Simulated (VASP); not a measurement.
# C (C2/m) in VASP: single point with PBE

Aim: the single point of C with PBE.

Everything below comes from runs of VASP 6.6.1. Logs are shortened: lines on timing, memory, paths and dates and some standing lists are left out, and cuts for length are marked.

## 1. The cell of the first run

It takes space group C2/m (No. 12, monoclinic). Conventional cell: a = 7.128 Å, b = 2.475 Å, c = 5.319 Å, α = 90.00°, β = 125.27°, γ = 90.00°. Within 2.0 Å of C (site symmetry m) lie 3 C at 1.49 to 1.52 Å. Within 2.0 Å of C (site symmetry m) lie 4 C at 1.51 to 1.56 Å. Within 2.0 Å of C (site symmetry m) lie 4 C at 1.49 to 1.56 Å.

## 2. Single point, PBE

The input, INCAR:

```
SYSTEM = C
PREC     = Accurate       ! precision mode
ENCUT    = 520            ! plane-wave cutoff, eV
EDIFF    = 1E-7           ! SCF threshold, eV
ISMEAR   = 0              ! smearing method
SIGMA    = 0.1            ! smearing width, eV
LREAL    = .False.        ! projectors in reciprocal space
LASPH    = .True.         ! aspherical terms in the spheres
NELM     = 80             ! most SCF steps
ALGO     = Normal         ! electronic algorithm
ISIF     = 2              ! what is computed and relaxed
LWAVE    = .False.        ! write WAVECAR
LCHARG   = .False.        ! write CHGCAR
GGA      = PE             ! functional
NBANDS   = 21             ! bands
```

The input, KPOINTS:

```
Automatic mesh
0
Gamma
  16 16 10
  0 0 0
```

The input, POSCAR:

```
C
1.0
    3.5640343473     -1.2376821566      0.0016591741
    3.5640343473      1.2376821566      0.0016591741
   -3.0732863522      0.0000000000      4.3416488811
C
6
Direct
    0.8239403917      0.8239403917      0.8422495766
    0.1760596083      0.1760596083      0.1577504234
    0.0203143624      0.0203143624      0.8079060717
    0.5690624170      0.5690624170      0.6754929292
    0.4309375830      0.4309375830      0.3245070708
    0.9796856376      0.9796856376      0.1920939283
```

Potentials or basis: VASP PAW PBE potentials, release 64 (C).

On the command line:

```bash
cat potpaw_PBE.64/C/POTCAR > POTCAR
mpirun -np 1 vasp_std > vasp.out
```

OUTCAR:

```text
SYSTEM = C
   PREC = Accurate
   ENCUT = 520
   EDIFF = 1E-7
   ISMEAR = 0
   LREAL = .False.
   LASPH = .True.
   NELM = 80
   ISIF = 2
   GGA = PE

 ion  position               nearest neighbor table
   1  0.824  0.824  0.842-   4 1.49   3 1.51   6 1.52   2 2.06
   2  0.176  0.176  0.158-   5 1.49   6 1.51   3 1.52   1 2.06
   3  0.020  0.020  0.808-   1 1.51   2 1.52   4 1.56   4 1.56
   4  0.569  0.569  0.675-   1 1.49   5 1.53   3 1.56   3 1.56
   5  0.431  0.431  0.325-   2 1.49   4 1.53   6 1.56   6 1.56
   6  0.980  0.980  0.192-   2 1.51   1 1.52   5 1.56   5 1.56

  LATTYP: Found a base centered monoclinic cell.
 ALAT       =     7.1280694670
 B/A-ratio  =     0.3472699480
 C/A-ratio  =     0.7462476155
 COS(beta)  =    -0.5773808667

  Lattice vectors:

 A1 = (   3.5640343473,  -1.2376821566,   0.0016591741)
 A2 = (   3.5640343473,   1.2376821566,   0.0016591741)
 A3 = (  -3.0732863522,   0.0000000000,   4.3416488811)

Analysis of symmetry for initial positions (statically):
=====================================================================
 Subroutine PRICEL returns:
 Original cell was already a primitive cell.

 Routine SETGRP: Setting up the symmetry group for a
 base centered monoclinic supercell.

 Subroutine GETGRP returns: Found  4 space group operations
 (whereof  4 operations were pure point group operations)
 out of a pool of  4 trial point group operations.

The static configuration has the point symmetry C_2h.

Analysis of symmetry for dynamics (positions and initial velocities):
=====================================================================
 Subroutine PRICEL returns:
 Original cell was already a primitive cell.

 Routine SETGRP: Setting up the symmetry group for a
 base centered monoclinic supercell.

 Subroutine GETGRP returns: Found  4 space group operations
 (whereof  4 operations were pure point group operations)
 out of a pool of  4 trial point group operations.

The dynamic configuration has the point symmetry C_2h.

 Subroutine INISYM returns: Found  4 space group operations
 (whereof  4 operations are pure point group operations),
 and found     1 'primitive' translations

----------------------------------------------------------------------------------------

                                     Primitive cell

  volume of cell :      38.3159

  direct lattice vectors                    reciprocal lattice vectors
     3.564034347 -1.237682157  0.001659174     0.140244240 -0.403980939  0.099273507
[... 99 lines left out ...]
   NFREE  =      0    steps in history (QN), initial steepest desc. (CG)
   ISIF   =      2    stress and relaxation
   ISYM   =      2    0-nonsym 1-usesym 2-fastsym
   POTIM  = 0.5000    time-step for ionic-motion
   TEBEG  =    0.0;   TEEND  =   0.0 temperature during run
   PSTRESS=    0.0 pullay stress
   NELECT =      24.0000    total number of electrons
   NUPDOWN=      -1.0000    fix difference up-down
   EMIN   =  10.00;   EMAX   =-10.00  energy-range for DOS
   EFERMI =   0.00;   METHOD = LEGACY
   ISMEAR =     0;   SIGMA  =   0.10  broadening in eV -4-tet -1-fermi 0-gaus
   EFERMI_NEDOS =   21; number of points for ismear=-14 and -15
   IALGO  =     38    algorithm
   IMIX   =      4    mixing-type and parameters
     AMIX     =   0.40;   BMIX     =  1.00
     AMIX_MAG =   1.60;   BMIX_MAG =  1.00
  volume/ion in A,a.u.               =       6.39        43.09
  Fermi-wavevector in a.u.,A,eV,Ry     =   1.400723  2.646983 26.694976  1.962025
  Thomas-Fermi vector in A             =   2.523655
   LORBIT       =      0    0 simple, 1 ext, 2 COOP (PROOUT), +10 PAW based schemes
   GGA     = PE    functional components
   LHFCALC =     F    Hartree Fock is set to
   AEXX    =    0.0000 exact exchange contribution
   IVDW    =     0    specifies the selected vdW correction
   LEPSILON=     F    determine dielectric tensor
   LRPA    =     F    only Hartree local field effects (RPA)
 non-spin polarized calculation
 Gauss-broadening in eV      SIGMA  =   0.10
  energy-cutoff  :      520.00
  volume of cell :       38.32
 maximum number of plane-waves:      1056
   NGX = 13   NGY = 13   NGZ = 19

 number of electron      24.0000000 magnetization

 Free energy of the ion-electron system (eV)
  ---------------------------------------------------
  ext. energy  EPLUGINS =         0.00000000
  ---------------------------------------------------
  free energy    TOTEN  =       -51.12743450 eV

  energy without entropy =      -51.12384810  energy(sigma->0) =      -51.12564130

 E-fermi :   8.2998     XC(G=0): -12.5137

 val. band max:        8.2973499078   @ k =   0.2500  -0.0000   0.1000
 cond. band min:       8.3006423010   @ k =  -0.1875   0.0625   0.4000
 fundamental gap:      0.0032923932
 Fermi energy:         8.2997599557

 k-point     1 :       0.0000    0.0000    0.0000
  band No.  band energies     occupation
      1     -12.7998      2.00000
      2      -7.5136      2.00000
      3      -6.7661      2.00000
      4      -3.2068      2.00000
      5      -2.2454      2.00000
      6       0.3575      2.00000
[... 565 lines left out ...]
     20      19.6651      0.00000
     21      20.5294      0.00000

 [... further k-points ...]

------------------------ aborting loop because EDIFF is reached ----------------------------------------

  FORCE on cell =-STRESS in cart. coord.  units (eV):
  Direction    XX          YY          ZZ          XY          YZ          ZX
  --------------------------------------------------------------------------------------
  -------------------------------------------------------------------------------------
  Total        0.1776701      0.0730282      0.1733270      0.0000000      0.0000000      0.0040093
  in kB        7.4292707      3.0536715      7.2476643      0.0000000      0.0000000      0.1676477
  external PRESSURE =       5.9102022 kB  Pullay stress =       0.0000000 kB

 VOLUME and BASIS-vectors are now :
 -----------------------------------------------------------------------------
  energy-cutoff  :      520.00
  volume of cell :       38.32
      direct lattice vectors                 reciprocal lattice vectors
     3.564034347 -1.237682157  0.001659174     0.140244240 -0.403980939  0.099273507
     3.564034347  1.237682157  0.001659174     0.140244240  0.403980939  0.099273507
    -3.073286352  0.000000000  4.341648881    -0.000107190  0.000000000  0.230251364

 POSITION                                       TOTAL-FORCE (eV/Angst)
 -----------------------------------------------------------------------------------
      3.28463      0.00000      3.65949        -0.004300      0.000000     -0.023870
      0.77015      0.00000      0.68548         0.004300      0.000000      0.023870
     -2.33812      0.00000      3.50771         0.009634      0.000000     -0.031286
      1.98033      0.00000      2.93464        -0.006233      0.000000     -0.008801
      2.07445      0.00000      1.41033         0.006233      0.000000      0.008801
      6.39291      0.00000      0.83726        -0.009634      0.000000      0.031286
 -----------------------------------------------------------------------------------
    total drift:                               -0.000000     -0.000000     -0.000000

  FREE ENERGIE OF THE ION-ELECTRON SYSTEM (eV)
  ---------------------------------------------------
  free  energy   TOTEN  =       -51.1274344996 eV

  energy  without entropy=      -51.1238480953  energy(sigma->0) =      -51.12564130
```

OSZICAR:

```text
N       E                     dE             d eps       ncg     rms          rms(c)
DAV:   1     0.474212779037E+02    0.47421E+02   -0.12788E+04 28980   0.110E+03
DAV:   2    -0.493699323685E+02   -0.96791E+02   -0.93006E+02 36764   0.213E+02
DAV:   3    -0.530527911984E+02   -0.36829E+01   -0.36531E+01 38621   0.367E+01
DAV:   4    -0.530791307606E+02   -0.26340E-01   -0.26321E-01 38825   0.347E+00
DAV:   5    -0.530793638480E+02   -0.23309E-03   -0.23306E-03 38794   0.316E-01    0.929E+00
DAV:   6    -0.515693462373E+02    0.15100E+01   -0.12456E+00 34938   0.633E+00    0.542E+00
DAV:   7    -0.511214786600E+02    0.44787E+00   -0.12103E+00 37782   0.636E+00    0.144E+00
DAV:   8    -0.511265775771E+02   -0.50989E-02   -0.49604E-02 37863   0.137E+00    0.454E-01
DAV:   9    -0.511273587881E+02   -0.78121E-03   -0.24588E-03 38920   0.342E-01    0.601E-02
DAV:  10    -0.511274026208E+02   -0.43833E-04   -0.20798E-04 40298   0.930E-02    0.208E-02
DAV:  11    -0.511274281123E+02   -0.25492E-04   -0.30579E-05 35946   0.380E-02    0.107E-02
DAV:  12    -0.511274330109E+02   -0.48986E-05   -0.45394E-06 37403   0.151E-02    0.495E-03
DAV:  13    -0.511274345079E+02   -0.14970E-05   -0.18485E-06 36896   0.937E-03    0.842E-04
DAV:  14    -0.511274344996E+02    0.83505E-08   -0.49484E-08 31306   0.152E-03
   1 F= -.51127434E+02 E0= -.51125641E+02  d E =-.358640E-02
```

stdout:

```text
POSCAR found type information on POSCAR C
 POSCAR found :  1 types and       6 ions
 scaLAPACK will be used
 LDA part: xc-table for (Slater+PW92), standard interpolation
 POSCAR, INCAR and KPOINTS ok, starting setup
 FFT: planning ... GRIDC
 FFT: planning ... GRID_SOFT
 FFT: planning ... GRID
 WAVECAR not read
 entering main loop
```

Run time: 8.9 min. Hardware: 1 thread of Intel Xeon Platinum 8259CL at 2.50GHz (Skylake/Cascade Lake), shared host; peak memory 0.47 GiB.

What came out:

```
Free energy            : -51.1274 eV
Pressure               : 0.6 GPa
Largest force          : 0.033 eV/Å
Band gap on the k mesh : zero (band 12 reaches 12.41 eV, above the bottom of band 13 at 6.04 eV)
```

Forces in eV/Å, atoms in the order of the input:
```
C   -0.004  0.000 -0.024
C    0.004  0.000  0.024
C    0.010  0.000 -0.031
C   -0.006  0.000 -0.009
C    0.006  0.000  0.009
C   -0.010  0.000  0.031
```
